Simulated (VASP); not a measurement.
Input of a VASP 6.6.1 run:

POSCAR

```
CaMg2
1.0
    3.3974867458      0.0000000000      0.0000000000
   -1.6987433729      2.9423093258      0.0000000000
    0.0000000000      0.0000000000     16.4555987982
Ca Mg
2 4
Direct
    0.3333333333      0.6666666667      0.7500000000
    0.6666666667      0.3333333333      0.2500000000
    0.6666666667      0.3333333333      0.5790620000
    0.6666666667      0.3333333333      0.9209380000
    0.3333333333      0.6666666667      0.0790620000
    0.3333333333      0.6666666667      0.4209380000
```

Contents of INCAR.step1:

```
PREC = Accurate
ENCUT = 520
ISMEAR = -1
SIGMA = 0.1
LREAL = False
LASPH = True
NELM = 60
NBANDS = 23
GGA = PE
ALGO = Normal
EDIFF = 1E-4
LWAVE = True
LCHARG = False
```

The input INCAR.step2:

```
PREC = Accurate
ENCUT = 520
EDIFF = 1E-7
ISMEAR = -1
SIGMA = 0.1
LREAL = False
LASPH = True
NELM = 60
ALGO = Normal
ISIF = 2
LWAVE = False
LCHARG = False
METAGGA = R2SCAN
LMIXTAU = True
NBANDS = 23
ISTART = 1
```

The input KPOINTS:

```
Automatic mesh
0
Gamma
  8 8 2
```

Potentials or basis: VASP PAW PBE potentials, release 64 (Ca_sv, Mg).

Launch:

```sh
$ cat potpaw_PBE.64/Ca_sv/POTCAR potpaw_PBE.64/Mg/POTCAR > POTCAR
$ cp INCAR.step1 INCAR
$ mpirun -np 1 vasp_std > vasp.out
$ cp INCAR.step2 INCAR
$ mpirun -np 1 vasp_std > vasp.out
```

Predict the pressure.

1.6 GPa.

Predict the largest force.

0.217 eV/Å.

Stress tensor (GPa, compression positive):
```
 2.46  0.00  0.00
 0.00  2.46  0.00
 0.00  0.00 -0.01
```

Caveat: the PAW data sets were made with another functional, which shifts forces and pressure a little.
